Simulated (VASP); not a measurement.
# Br (P4_2/mnm) in VASP: single point with LDA

Aim: the single point of Br with LDA.

Everything below comes from runs of VASP 6.6.1. Logs are shortened: lines on timing, memory, paths and dates and some standing lists are left out, and cuts for length are marked.

**1. The cell of the first run**

Symmetry: P4_2/mnm, No. 136, tetragonal system. The conventional cell has a = 7.108 Å, b = 7.108 Å, c = 4.676 Å, α = 90.00°, β = 90.00°, γ = 90.00°. Within 5.2 Å of Br (site symmetry m2m) lie 13 Br at 3.94 to 5.14 Å.

**2. Single point, LDA**

Contents of INCAR:

```
PREC     = Accurate       # precision mode
ENCUT    = 520            # plane-wave cutoff, eV
EDIFF    = 1E-6           # SCF threshold, eV
ISMEAR   = 1              # smearing method
SIGMA    = 0.1            # smearing width, eV
LREAL    = False          # projectors in reciprocal space
LASPH    = True           # aspherical terms in the spheres
NELM     = 100            # most SCF steps
ALGO     = Normal         # electronic algorithm
ISIF     = 2              # what is computed and relaxed
LWAVE    = False          # write WAVECAR
LCHARG   = False          # write CHGCAR
GGA      = CA             # functional
NBANDS   = 22             # bands
```

Contents of KPOINTS:

```
Automatic mesh
0
Gamma
  4 4 4
```

Contents of POSCAR:

```
Br
1.0
    7.1081860000      0.0000000000      0.0000000000
    0.0000000000      7.1081860000      0.0000000000
    0.0000000000      0.0000000000      4.6756040000
Br
4
Direct
    0.3038480000      0.3038480000      0.0000000000
    0.6961520000      0.6961520000      0.0000000000
    0.1961520000      0.8038480000      0.5000000000
    0.8038480000      0.1961520000      0.5000000000
```

Potentials or basis: VASP PAW LDA potentials, release 64 (Br).

Started as:

```
$ cat potpaw_LDA.64/Br/POTCAR > POTCAR
$ mpirun -np 1 vasp_std > vasp.out
```

OUTCAR:

```text
PREC = Accurate
   ENCUT = 520
   EDIFF = 1E-6
   ISMEAR = 1
   LREAL = False
   LASPH = True
   NELM = 100
   ISIF = 2
   GGA = CA

 ion  position               nearest neighbor table
   1  0.304  0.304  0.000-
   2  0.696  0.696  0.000-
   3  0.196  0.804  0.500-
   4  0.804  0.196  0.500-

  LATTYP: Found a simple tetragonal cell.
 ALAT       =     7.1081860000
 C/A-ratio  =     0.6577773851

  Lattice vectors:

 A1 = (   7.1081860000,   0.0000000000,   0.0000000000)
 A2 = (   0.0000000000,   7.1081860000,   0.0000000000)
 A3 = (   0.0000000000,   0.0000000000,   4.6756040000)

Analysis of symmetry for initial positions (statically):
=====================================================================
 Subroutine PRICEL returns:
 Original cell was already a primitive cell.

 Routine SETGRP: Setting up the symmetry group for a
 simple tetragonal supercell.

 Subroutine GETGRP returns: Found 16 space group operations
 (whereof  8 operations were pure point group operations)
 out of a pool of 16 trial point group operations.

The static configuration has the point symmetry D_2h.
 The point group associated with its full space group is D_4h.

Analysis of symmetry for dynamics (positions and initial velocities):
=====================================================================
 Subroutine PRICEL returns:
 Original cell was already a primitive cell.

 Routine SETGRP: Setting up the symmetry group for a
 simple tetragonal supercell.

 Subroutine GETGRP returns: Found 16 space group operations
 (whereof  8 operations were pure point group operations)
 out of a pool of 16 trial point group operations.

The dynamic configuration has the point symmetry D_2h.
 The point group associated with its full space group is D_4h.

 Subroutine INISYM returns: Found 16 space group operations
 (whereof  8 operations are pure point group operations),
 and found     1 'primitive' translations

----------------------------------------------------------------------------------------

                                     Primitive cell

  volume of cell :     236.2410

  direct lattice vectors                    reciprocal lattice vectors
     7.108186000  0.000000000  0.000000000     0.140682869  0.000000000  0.000000000
     0.000000000  7.108186000  0.000000000     0.000000000  0.140682869  0.000000000
     0.000000000  0.000000000  4.675604000     0.000000000  0.000000000  0.213876111

  length of vectors
     7.108186000  7.108186000  4.675604000     0.140682869  0.140682869  0.213876111

  position of ions in fractional coordinates (direct lattice)
     0.303848000  0.303848000  0.000000000
     0.696152000  0.696152000  0.000000000
     0.196152000  0.803848000  0.500000000
     0.803848000  0.196152000  0.500000000

  ion indices of the primitive-cell ions
   primitive index   ion index
                 1           1
                 2           2
                 3           3
                 4           4

----------------------------------------------------------------------------------------

 KPOINTS: Automatic mesh

Automatic generation of k-mesh.
 Grid dimensions read from file:
 generate k-points for:    4    4    4

 Generating k-lattice:

  Cartesian coordinates                     Fractional coordinates (reciprocal lattice)
     0.035170717  0.000000000  0.000000000     0.250000000  0.000000000  0.000000000
     0.000000000  0.035170717  0.000000000     0.000000000  0.250000000  0.000000000
     0.000000000  0.000000000  0.053469028     0.000000000  0.000000000  0.250000000

  Length of vectors
     0.035170717  0.035170717  0.053469028

  Shift w.r.t. Gamma in fractional coordinates (k-lattice)
     0.000000000  0.000000000  0.000000000

 Subroutine IBZKPT returns following result:
 ===========================================

 Found     18 irreducible k-points:

 Following reciprocal coordinates:
            Coordinates               Weight
  0.000000  0.000000  0.000000      1.000000
  0.250000  0.000000  0.000000      4.000000
  0.500000  0.000000  0.000000      2.000000
  0.250000  0.250000  0.000000      4.000000
  0.500000  0.250000  0.000000      4.000000
  0.500000  0.500000  0.000000      1.000000
[... 10 lines left out ...]
  0.500000  0.250000  0.500000      4.000000
  0.500000  0.500000  0.500000      1.000000
   k-points           NKPTS =     18   k-points in BZ     NKDIM =     18   number of bands    NBANDS=     22
   number of dos      NEDOS =    301   number of ions     NIONS =      4
   total plane-waves  NPLWV = 104976
   dimension x,y,z NGX =    54 NGY =   54 NGZ =   36
   dimension x,y,z NGXF=   108 NGYF=  108 NGZF=   72
   ions per type =               4
   NGX,Y,Z   is equivalent  to a cutoff of  12.63, 12.63, 12.80 a.u.
   NGXF,Y,Z  is equivalent  to a cutoff of  25.26, 25.26, 25.60 a.u.
 SYSTEM =  unknown system
   PREC   = accura    normal or accurate (medium, high low for compatibility)
   ISTART =      0    job   : 0-new  1-cont  2-samecut
   ICHARG =      2    charge: 1-file 2-atom 10-const
   ISPIN  =      1    spin polarized calculation?
   LNONCOLLINEAR =      F non collinear calculations
   LSORBIT =      F    spin-orbit coupling
   LASPH  =      T    aspherical Exc in radial PAW
   ENCUT  =  520.0 eV  38.22 Ry    6.18 a.u.  13.22 13.22  8.69*2*pi/ulx,y,z
   NELM   =    100;   NELMIN=  2; NELMDL= -5     # of ELM steps
   EDIFF  = 0.1E-05   stopping-criterion for ELM
   LREAL  =      F    real-space projection
   EDIFFG = 0.1E-04   stopping-criterion for IOM
   NSW    =      0    number of steps for IOM
   IBRION =     -1    ionic relax: 0-MD 1-quasi-New 2-CG
   NFREE  =      0    steps in history (QN), initial steepest desc. (CG)
   ISIF   =      2    stress and relaxation
   ISYM   =      2    0-nonsym 1-usesym 2-fastsym
   POTIM  = 0.5000    time-step for ionic-motion
   TEBEG  =    0.0;   TEEND  =   0.0 temperature during run
   PSTRESS=    0.0 pullay stress
   NELECT =      28.0000    total number of electrons
   NUPDOWN=      -1.0000    fix difference up-down
   EMIN   =  10.00;   EMAX   =-10.00  energy-range for DOS
   EFERMI =   0.00;   METHOD = LEGACY
   ISMEAR =     1;   SIGMA  =   0.10  broadening in eV -4-tet -1-fermi 0-gaus
   EFERMI_NEDOS =   21; number of points for ismear=-14 and -15
   IALGO  =     38    algorithm
   IMIX   =      4    mixing-type and parameters
     AMIX     =   0.40;   BMIX     =  1.00
     AMIX_MAG =   1.60;   BMIX_MAG =  1.00
  volume/ion in A,a.u.               =      59.06       398.56
  Fermi-wavevector in a.u.,A,eV,Ry     =   0.804160  1.519642  8.798522  0.646673
  Thomas-Fermi vector in A             =   1.912164
   LORBIT       =      0    0 simple, 1 ext, 2 COOP (PROOUT), +10 PAW based schemes
   GGA     = CA    functional components
   LHFCALC =     F    Hartree Fock is set to
   AEXX    =    0.0000 exact exchange contribution
   IVDW    =     0    specifies the selected vdW correction
   LEPSILON=     F    determine dielectric tensor
   LRPA    =     F    only Hartree local field effects (RPA)
 non-spin polarized calculation
 Methfessel and Paxton  Order N= 1 SIGMA  =   0.10
  energy-cutoff  :      520.00
  volume of cell :      236.24
 maximum number of plane-waves:      6409
 NGX is ok and might be reduce to    54
   NGX = 27   NGY = 27   NGZ = 17

 number of electron      28.0000003 magnetization

 Free energy of the ion-electron system (eV)
  ---------------------------------------------------
  ext. energy  EPLUGINS =         0.00000000
  ---------------------------------------------------
  free energy    TOTEN  =        -2.25197002 eV

  energy without entropy =       -2.22606799  energy(sigma->0) =       -2.24333601

 E-fermi :  -4.1654     XC(G=0):  -6.3994

 val. band max:       -4.1703558599   @ k =   0.2500   0.0000   0.0000
 cond. band min:      -4.1436137254   @ k =   0.5000   0.0000   0.0000
 fundamental gap:      0.0267421345
 Fermi energy:        -4.1653732052

 k-point     1 :       0.0000    0.0000    0.0000
  band No.  band energies     occupation
      1     -16.9843      2.00000
      2     -16.8211      2.00000
      3     -16.8211      2.00000
      4     -16.7922      2.00000
      5      -5.4216      2.00000
      6      -5.0850      2.00000
[... 14 lines left out ...]
     21       4.5609      0.00000
     22       5.6591      0.00000

 k-point     2 :       0.2500    0.0000    0.0000
  band No.  band energies     occupation
      1     -16.9641      2.00000
      2     -16.8538      2.00000
      3     -16.8137      2.00000
      4     -16.7881      2.00000
      5      -5.3507      2.00000
      6      -5.0097      2.00000
[... 14 lines left out ...]
     21       5.0456      0.00000
     22       5.4710      0.00000

 k-point     3 :       0.5000    0.0000    0.0000
  band No.  band energies     occupation
      1     -16.9126      2.00000
      2     -16.9126      2.00000
      3     -16.7978      2.00000
      4     -16.7978      2.00000
      5      -5.1912      2.00000
      6      -5.1912      2.00000
[... 14 lines left out ...]
     21       5.5111      0.00000
     22       5.5111      0.00000

 k-point     4 :       0.2500    0.2500    0.0000
  band No.  band energies     occupation
      1     -16.9457      2.00000
      2     -16.8577      2.00000
      3     -16.8249      2.00000
      4     -16.7924      2.00000
      5      -5.2737      2.00000
      6      -4.9876      2.00000
[... 14 lines left out ...]
     21       5.0940      0.00000
     22       5.3980      0.00000

 k-point     5 :       0.5000    0.2500    0.0000
  band No.  band energies     occupation
      1     -16.9003      2.00000
      2     -16.9003      2.00000
      3     -16.8106      2.00000
      4     -16.8106      2.00000
      5      -5.1189      2.00000
      6      -5.1189      2.00000
[... 267 lines left out ...]
 k-point    16 :       0.2500    0.2500    0.5000
  band No.  band energies     occupation
      1     -16.8643      2.00000
      2     -16.8641      2.00000
      3     -16.8044      2.00000
      4     -16.8041      2.00000
      5      -5.2087      2.00000
      6      -5.0844      2.00000
[... 14 lines left out ...]
     21       5.1243      0.00000
     22       5.3607      0.00000

 k-point    17 :       0.5000    0.2500    0.5000
  band No.  band energies     occupation
      1     -16.8623      2.00000
      2     -16.8623      2.00000
      3     -16.8061      2.00000
      4     -16.8061      2.00000
      5      -5.2275      2.00000
      6      -5.2275      2.00000
[... 14 lines left out ...]
     21       5.5739      0.00000
     22       5.5813      0.00000

 k-point    18 :       0.5000    0.5000    0.5000
  band No.  band energies     occupation
      1     -16.8606      2.00000
      2     -16.8606      2.00000
      3     -16.8076      2.00000
      4     -16.8076      2.00000
      5      -5.3023      2.00000
      6      -5.3023      2.00000
[... 14 lines left out ...]
     21       5.7663      0.00000
     22       5.7663      0.00000

------------------------ aborting loop because EDIFF is reached ----------------------------------------

  FORCE on cell =-STRESS in cart. coord.  units (eV):
  Direction    XX          YY          ZZ          XY          YZ          ZX
  --------------------------------------------------------------------------------------
  -------------------------------------------------------------------------------------
  Total       -4.8336004     -4.8336004     -3.5052587      0.0000000      0.0000000      0.0000000
  in kB      -32.7812901    -32.7812901    -23.7725280      0.0000000      0.0000000      0.0000000
  external PRESSURE =     -29.7783694 kB  Pullay stress =       0.0000000 kB

 VOLUME and BASIS-vectors are now :
 -----------------------------------------------------------------------------
  energy-cutoff  :      520.00
  volume of cell :      236.24
      direct lattice vectors                 reciprocal lattice vectors
     7.108186000  0.000000000  0.000000000     0.140682869  0.000000000  0.000000000
     0.000000000  7.108186000  0.000000000     0.000000000  0.140682869  0.000000000
     0.000000000  0.000000000  4.675604000     0.000000000  0.000000000  0.213876111

 POSITION                                       TOTAL-FORCE (eV/Angst)
 -----------------------------------------------------------------------------------
      2.15981      2.15981      0.00000         0.154487      0.154487     -0.000000
      4.94838      4.94838      0.00000        -0.154487     -0.154487      0.000000
      1.39428      5.71390      2.33780        -0.154487      0.154487     -0.000000
      5.71390      1.39428      2.33780         0.154487     -0.154487      0.000000
 -----------------------------------------------------------------------------------
    total drift:                                0.000000      0.000000     -0.000000

  FREE ENERGIE OF THE ION-ELECTRON SYSTEM (eV)
  ---------------------------------------------------
  free  energy   TOTEN  =        -2.2519700165 eV

  energy  without entropy=       -2.2260679879  energy(sigma->0) =       -2.24333601
```

Run time: 1.8 min. Hardware: 1 thread of AMD EPYC 7R13, shared host; peak memory 0.24 GiB.

Results:

```
Free energy            : -2.2520 eV
Pressure               : -3.0 GPa
Largest force          : 0.218 eV/Å
Band gap on the k mesh : zero (bands 14 and 15 overlap by 0.25 eV)
```

Forces in eV/Å, atoms in the order of the input:
```
Br   0.154  0.154  0.000
Br  -0.154 -0.154  0.000
Br  -0.154  0.154  0.000
Br   0.154 -0.154  0.000
```

Levels at points of the mesh, in eV from the Fermi level:
```csv
k point,band 11,band 12,band 13,band 14,band 15,band 16,band 17,band 18
"(0.00, 0.00, 0.00)",-0.08,-0.08,0.11,0.13,0.17,0.17,5.71,8.03
"(0.50, 0.00, 0.00)",-0.22,-0.22,0.02,0.02,0.07,0.07,6.97,6.97
"(0.50, 0.50, 0.00)",-0.17,-0.17,-0.10,-0.10,-0.04,-0.04,7.73,7.73
"(0.00, 0.00, 0.50)",-0.38,-0.38,-0.24,-0.24,-0.12,-0.12,8.23,8.23
"(0.50, 0.00, 0.50)",-0.28,-0.28,-0.13,-0.13,0.08,0.08,8.35,8.35
"(0.50, 0.50, 0.50)",-0.17,-0.17,-0.11,-0.11,0.04,0.04,7.98,7.98
```

The gap in the log of VASP goes by the Fermi energy; the results here count the filled bands.